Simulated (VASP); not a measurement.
# TaN (Cmmm) in VASP: a series of runs

The runs below take TaN through single point, with LDA.

Everything below comes from runs of VASP 6.6.1. Logs are shortened: lines on timing, memory, paths and dates and some standing lists are left out, and cuts for length are marked.

### 1 The cell of the first run

Symmetry: Cmmm, No. 65, orthorhombic system. The conventional cell has a = 2.938 Å, b = 5.089 Å, c = 2.883 Å, α = 90.00°, β = 90.00°, γ = 90.00°. Within 2.7 Å of Ta (site symmetry mmm) lie 4 N at 2.06 Å. Within 2.7 Å of N (site symmetry mmm) lie 4 Ta at 2.06 Å.

### 2 Single point, LDA

INCAR

```
SYSTEM = TaN
  PREC = Accurate
  ENCUT = 520
  EDIFF = 1E-6
  ISMEAR = -1
  SIGMA = 0.02
  LREAL = .FALSE.
  LASPH = .TRUE.
  NELM = 60
  ALGO = Normal
  ISIF = 2
  LWAVE = .FALSE.
  LCHARG = .TRUE.
  LELF = .TRUE.
  LVHAR = .TRUE.
  NBANDS = 15
```

KPOINTS

```
regular mesh
0
G
  9 9 8
  0 0 0
```

POSCAR

```
TaN
1.0
    2.9380000000      0.0000000000      0.0000000000
   -1.4690000000      2.5443826363      0.0000000000
    0.0000000000      0.0000000000      2.8830000000
Ta N
1 1
Direct
    0.4166666265      0.5833332530      0.5000000000
   -0.0833333110      0.0833333780      0.0000000000
```

Potentials or basis: VASP PAW LDA potentials, release 64 (Ta_pv, N).

Launch:

```bash
$ cat potpaw_LDA.64/Ta_pv/POTCAR potpaw_LDA.64/N/POTCAR > POTCAR
$ mpirun -np 1 vasp_std > vasp.out
```

OUTCAR:

```text
SYSTEM = TaN
   PREC = Accurate
   ENCUT = 520
   EDIFF = 1E-6
   ISMEAR = -1
   LREAL = .FALSE.
   LASPH = .TRUE.
   NELM = 60
   ISIF = 2

 ion  position               nearest neighbor table
   1  0.417  0.583  0.500-   2 2.06   2 2.06   2 2.06   2 2.06
   2  0.917  0.083  0.000-   1 2.06   1 2.06   1 2.06   1 2.06

  LATTYP: Found a hexagonal cell.
 ALAT       =     2.9380000000
 C/A-ratio  =     0.9812797822

  Lattice vectors:

 A1 = (   2.9380000000,   0.0000000000,   0.0000000000)
 A2 = (  -1.4690000000,   2.5443826363,   0.0000000000)
 A3 = (   0.0000000000,   0.0000000000,   2.8830000000)

Analysis of symmetry for initial positions (statically):
=====================================================================
 Subroutine PRICEL returns:
 Original cell was already a primitive cell.

 Routine SETGRP: Setting up the symmetry group for a
 hexagonal supercell.

 Subroutine GETGRP returns: Found  8 space group operations
 (whereof  4 operations were pure point group operations)
 out of a pool of 24 trial point group operations.

The static configuration has the point symmetry C_2v.
 The point group associated with its full space group is D_2h.

Analysis of symmetry for dynamics (positions and initial velocities):
=====================================================================
 Subroutine PRICEL returns:
 Original cell was already a primitive cell.

 Routine SETGRP: Setting up the symmetry group for a
 hexagonal supercell.

 Subroutine GETGRP returns: Found  8 space group operations
 (whereof  4 operations were pure point group operations)
 out of a pool of 24 trial point group operations.

The dynamic configuration has the point symmetry C_2v.
 The point group associated with its full space group is D_2h.

 Subroutine INISYM returns: Found  8 space group operations
 (whereof  4 operations are pure point group operations),
 and found     1 'primitive' translations

----------------------------------------------------------------------------------------

                                     Primitive cell

  volume of cell :      21.5516

  direct lattice vectors                    reciprocal lattice vectors
     2.938000000  0.000000000  0.000000000     0.340367597  0.196511324  0.000000000
    -1.469000000  2.544382636  0.000000000     0.000000000  0.393022648  0.000000000
     0.000000000  0.000000000  2.883000000     0.000000000  0.000000000  0.346860909

  length of vectors
     2.938000000  2.938000000  2.883000000     0.393022648  0.393022648  0.346860909

  position of ions in fractional coordinates (direct lattice)
     0.416666627  0.583333253  0.500000000
     0.916666689  0.083333378  0.000000000

  ion indices of the primitive-cell ions
   primitive index   ion index
                 1           1
                 2           2

----------------------------------------------------------------------------------------

 KPOINTS: regular mesh

Automatic generation of k-mesh.
 Grid dimensions read from file:
 generate k-points for:    9    9    8

 Generating k-lattice:

  Cartesian coordinates                     Fractional coordinates (reciprocal lattice)
     0.037818622  0.021834592  0.000000000     0.111111111  0.000000000  0.000000000
     0.000000000  0.043669183  0.000000000     0.000000000  0.111111111  0.000000000
     0.000000000  0.000000000  0.043357614     0.000000000  0.000000000  0.125000000

  Length of vectors
     0.043669183  0.043669183  0.043357614

  Shift w.r.t. Gamma in fractional coordinates (k-lattice)
     0.000000000  0.000000000  0.000000000

 Subroutine IBZKPT returns following result:
 ===========================================

 Found    125 irreducible k-points:

 Following reciprocal coordinates:
            Coordinates               Weight
  0.000000  0.000000  0.000000      1.000000
  0.111111 -0.000000  0.000000      4.000000
 -0.111111  0.111111  0.000000      2.000000
  0.222222 -0.000000  0.000000      4.000000
 -0.222222  0.222222  0.000000      2.000000
  0.333333 -0.000000  0.000000      4.000000
[... 16 lines left out ...]
 -0.222222 -0.444444  0.000000      4.000000
  0.444444  0.333333  0.000000      4.000000
 [... further k-points ...]
   k-points           NKPTS =    125   k-points in BZ     NKDIM =    125   number of bands    NBANDS=     15
   number of dos      NEDOS =    301   number of ions     NIONS =      2
   total plane-waves  NPLWV =  13824
   dimension x,y,z NGX =    24 NGY =   24 NGZ =   24
   dimension x,y,z NGXF=    48 NGYF=   48 NGZF=   48
   ions per type =               1   1
   NGX,Y,Z   is equivalent  to a cutoff of  13.58, 13.58, 13.84 a.u.
   NGXF,Y,Z  is equivalent  to a cutoff of  27.16, 27.16, 27.68 a.u.
 SYSTEM =  TaN
   PREC   = accura    normal or accurate (medium, high low for compatibility)
   ISTART =      0    job   : 0-new  1-cont  2-samecut
   ICHARG =      2    charge: 1-file 2-atom 10-const
   ISPIN  =      1    spin polarized calculation?
   LNONCOLLINEAR =      F non collinear calculations
   LSORBIT =      F    spin-orbit coupling
   LASPH  =      T    aspherical Exc in radial PAW
   ENCUT  =  520.0 eV  38.22 Ry    6.18 a.u.   5.46  5.46  5.36*2*pi/ulx,y,z
   NELM   =     60;   NELMIN=  2; NELMDL= -5     # of ELM steps
   EDIFF  = 0.1E-05   stopping-criterion for ELM
   LREAL  =      F    real-space projection
   EDIFFG = 0.1E-04   stopping-criterion for IOM
   NSW    =      0    number of steps for IOM
   IBRION =     -1    ionic relax: 0-MD 1-quasi-New 2-CG
   NFREE  =      0    steps in history (QN), initial steepest desc. (CG)
   ISIF   =      2    stress and relaxation
   ISYM   =      2    0-nonsym 1-usesym 2-fastsym
   POTIM  = 0.5000    time-step for ionic-motion
   TEBEG  =    0.0;   TEEND  =   0.0 temperature during run
   PSTRESS=    0.0 pullay stress
   NELECT =      16.0000    total number of electrons
   NUPDOWN=      -1.0000    fix difference up-down
   EMIN   =  10.00;   EMAX   =-10.00  energy-range for DOS
   EFERMI =   0.00;   METHOD = LEGACY
   ISMEAR =    -1;   SIGMA  =   0.02  broadening in eV -4-tet -1-fermi 0-gaus
   EFERMI_NEDOS =   21; number of points for ismear=-14 and -15
   IALGO  =     38    algorithm
   IMIX   =      4    mixing-type and parameters
     AMIX     =   0.40;   BMIX     =  1.00
     AMIX_MAG =   1.60;   BMIX_MAG =  1.00
  volume/ion in A,a.u.               =      10.78        72.72
  Fermi-wavevector in a.u.,A,eV,Ry     =   1.482365  2.801264 29.897531  2.197407
  Thomas-Fermi vector in A             =   2.596160
   LORBIT       =      0    0 simple, 1 ext, 2 COOP (PROOUT), +10 PAW based schemes
   GGA     = CA    functional components
   LHFCALC =     F    Hartree Fock is set to
   AEXX    =    0.0000 exact exchange contribution
   IVDW    =     0    specifies the selected vdW correction
   LEPSILON=     F    determine dielectric tensor
   LRPA    =     F    only Hartree local field effects (RPA)
 non-spin polarized calculation
  energy-cutoff  :      520.00
  volume of cell :       21.55
 maximum number of plane-waves:       599
 NGX is ok and might be reduce to    24
   NGX = 11   NGY = 11   NGZ = 11

 number of electron      16.0000001 magnetization

 Free energy of the ion-electron system (eV)
  ---------------------------------------------------
  ext. energy  EPLUGINS =         0.00000000
  ---------------------------------------------------
  free energy    TOTEN  =       -22.95196501 eV

  energy without entropy =      -22.95023830  energy(sigma->0) =      -22.95110166

 E-fermi :   8.3639     XC(G=0): -13.5188

 val. band max:        8.3537545261   @ k =   0.3333   0.1111   0.1250
 cond. band min:       8.3761126022   @ k =  -0.2222  -0.4444   0.1250
 fundamental gap:      0.0223580761
 Fermi energy:         8.3638683810

 k-point     1 :       0.0000    0.0000    0.0000
  band No.  band energies     occupation
      1     -26.4442      2.00000
      2     -26.2470      2.00000
      3     -26.1177      2.00000
      4      -9.5080      2.00000
      5       3.5433      2.00000
      6       5.3471      2.00000
      7       5.8258      2.00000
      8       5.8703      2.00000
      9       6.0526      2.00000
     10       7.4731      2.00000
     11      11.2826      0.00000
     12      12.4217      0.00000
     13      15.1848      0.00000
     14      20.6852      0.00000
     15      22.9467      0.00000

 k-point     2 :       0.1111   -0.0000    0.0000
  band No.  band energies     occupation
      1     -26.4239      2.00000
      2     -26.3789      2.00000
      3     -26.1584      2.00000
      4      -9.1844      2.00000
      5       3.5040      2.00000
      6       4.2342      2.00000
      7       4.5905      2.00000
      8       5.7915      2.00000
      9       6.8487      2.00000
     10       8.6143      0.00001
     11      12.1991      0.00000
     12      12.4153      0.00000
     13      15.7677      0.00000
     14      20.6846      0.00000
     15      22.4351      0.00000

 k-point     3 :      -0.1111    0.1111    0.0000
  band No.  band energies     occupation
      1     -26.4301      2.00000
      2     -26.2741      2.00000
      3     -26.2385      2.00000
      4      -9.3436      2.00000
      5       3.5933      2.00000
      6       4.3190      2.00000
      7       5.3442      2.00000
      8       5.7174      2.00000
      9       7.9043      2.00000
     10       8.0032      2.00000
     11      11.1823      0.00000
     12      11.9253      0.00000
     13      15.0097      0.00000
     14      20.6814      0.00000
     15      21.6275      0.00000

 k-point     4 :       0.2222   -0.0000    0.0000
  band No.  band energies     occupation
      1     -26.7187      2.00000
      2     -26.3719      2.00000
      3     -26.2397      2.00000
      4      -8.3107      2.00000
      5       2.2396      2.00000
      6       2.9132      2.00000
      7       3.2478      2.00000
      8       6.6873      2.00000
      9       8.1205      1.99999
     10       9.9245      0.00000
     11      11.7734      0.00000
     12      14.7192      0.00000
     13      17.0537      0.00000
     14      20.6424      0.00000
     15      20.7782      0.00000
[... 307 lines left out ...]
 k-point    22 :       0.3333    0.2222    0.0000
  band No.  band energies     occupation
      1     -27.2349      2.00000
      2     -26.5898      2.00000
      3     -26.2607      2.00000
      4      -5.9713      2.00000
      5      -0.5535      2.00000
      6       1.5098      2.00000
      7       1.5976      2.00000
      8       8.7459      0.00000
      9      10.3336      0.00000
     10      11.3812      0.00000
     11      12.2214      0.00000
     12      17.6625      0.00000
     13      18.8833      0.00000
     14      20.3736      0.00000
     15      20.6851      0.00000

 k-point    23 :      -0.2222   -0.4444    0.0000
  band No.  band energies     occupation
      1     -27.1397      2.00000
      2     -26.6495      2.00000
      3     -26.2728      2.00000
      4      -6.5196      2.00000
      5       0.0949      2.00000
      6       1.6325      2.00000
      7       2.1824      2.00000
      8       8.9809      0.00000
      9       9.8668      0.00000
     10      10.3274      0.00000
     11      13.6448      0.00000
     12      16.1307      0.00000
     13      16.9631      0.00000
     14      19.5985      0.00000
     15      20.6973      0.00000

 k-point    24 :       0.4444    0.3333    0.0000
  band No.  band energies     occupation
      1     -26.9564      2.00000
      2     -26.7742      2.00000
      3     -26.2912      2.00000
      4      -7.2933      2.00000
      5       1.3211      2.00000
      6       2.0232      2.00000
      7       3.3476      2.00000
      8       7.2304      2.00000
      9       9.0438      0.00000
     10      11.3919      0.00000
     11      13.2037      0.00000
     12      14.3062      0.00000
     13      17.0840      0.00000
     14      18.5266      0.00000
     15      20.6930      0.00000

 [... further k-points ...]
[... 5 lines left out ...]
  --------------------------------------------------------------------------------------
  -------------------------------------------------------------------------------------
  Total        3.1933539      2.7593210      4.7136993     -0.3758835      0.0000000      0.0000000
  in kB      237.3989394    205.1322563    350.4238069    -27.9437673      0.0000000      0.0000000
  external PRESSURE =     264.3183342 kB  Pullay stress =       0.0000000 kB

 VOLUME and BASIS-vectors are now :
 -----------------------------------------------------------------------------
  energy-cutoff  :      520.00
  volume of cell :       21.55
      direct lattice vectors                 reciprocal lattice vectors
     2.938000000  0.000000000  0.000000000     0.340367597  0.196511324  0.000000000
    -1.469000000  2.544382636  0.000000000     0.000000000  0.393022648  0.000000000
     0.000000000  0.000000000  2.883000000     0.000000000  0.000000000  0.346860909

 POSITION                                       TOTAL-FORCE (eV/Angst)
 -----------------------------------------------------------------------------------
      0.36725      1.48422      1.44150         0.000000     -0.000000      0.000000
      2.57075      0.21203      0.00000        -0.000000      0.000000      0.000000
 -----------------------------------------------------------------------------------
    total drift:                                0.000037     -0.000123     -0.000000

  FREE ENERGIE OF THE ION-ELECTRON SYSTEM (eV)
  ---------------------------------------------------
  free  energy   TOTEN  =       -22.9519650146 eV

  energy  without entropy=      -22.9502383043  energy(sigma->0) =      -22.95110166
```

It took 25 s on 1 thread of Intel Xeon Platinum 8259CL at 2.50GHz (Skylake/Cascade Lake), shared host; peak memory 0.16 GiB.

Results:

| Item | Value |
| --- | --- |
| Free energy | -22.9520 eV |
| Pressure | 26.4 GPa |
| Band gap on the k mesh | zero (band 8 reaches 11.01 eV, above the bottom of band 9 at 6.05 eV) |

Stress tensor (GPa, compression positive):
```
23.74 -2.79  0.00
-2.79 20.51  0.00
 0.00  0.00 35.04
```

Levels at points of the mesh, in eV from the Fermi level:
```tsv
k point	band 4	band 5	band 6	band 7	band 8	band 9	band 10	band 11	band 12	band 13
(0.00, 0.00, 0.00)	-17.87	-4.82	-3.02	-2.54	-2.49	-2.31	-0.89	2.92	4.06	6.82
(0.00, 0.00, 0.50)	-14.75	-9.65	-6.68	-2.58	-2.13	-0.04	2.55	4.24	6.64	11.27
```

Caveat: spin-orbit coupling is left out, which moves the levels of the heavy elements.

### 3 Single point, LDA

INCAR

```
  PREC = Accurate
  ENCUT = 520
  EDIFF = 1E-6
  ISMEAR = -1
  SIGMA = 0.02
  LREAL = F
  LASPH = T
  NELM = 60
  ALGO = Normal
  ISIF = 2
  LWAVE = F
  LCHARG = T
  LELF = T
  LVHAR = T
  NBANDS = 15
```

KPOINTS

```
Automatic mesh
0
Gamma
  9 9 8
```

POSCAR is that of step 2.

Potentials or basis: VASP PAW LDA potentials, release 64 (Ta_pv, N).

Launch:

```bash
$ cat potpaw_LDA.64/Ta_pv/POTCAR potpaw_LDA.64/N/POTCAR > POTCAR
$ mpirun -np 1 vasp_std > vasp.out
```

Wall time 28 s (1 thread of Intel Xeon Platinum 8259CL at 2.50GHz (Skylake/Cascade Lake), shared host); peak memory 0.16 GiB.

Results (log left out):

- Free energy: -22.9520 eV
- Pressure: 26.4 GPa
- Band gap on the k mesh: zero (band 8 reaches 11.01 eV, above the bottom of band 9 at 6.05 eV)

Stress tensor (GPa, compression positive):
```
23.74 -2.79  0.00
-2.79 20.51  0.00
 0.00  0.00 35.04
```

Levels at points of the mesh, in eV from the Fermi level:
| k point | band 5 | band 6 | band 7 | band 8 | band 9 | band 10 | band 11 | band 12 |
| --- | --- | --- | --- | --- | --- | --- | --- | --- |
| (0.00, 0.00, 0.00) | -4.82 | -3.02 | -2.54 | -2.49 | -2.31 | -0.89 | 2.92 | 4.06 |
| (0.00, 0.00, 0.50) | -9.65 | -6.68 | -2.58 | -2.13 | -0.04 | 2.55 | 4.24 | 6.64 |

Caveat: spin-orbit coupling is left out, which moves the levels of the heavy elements.
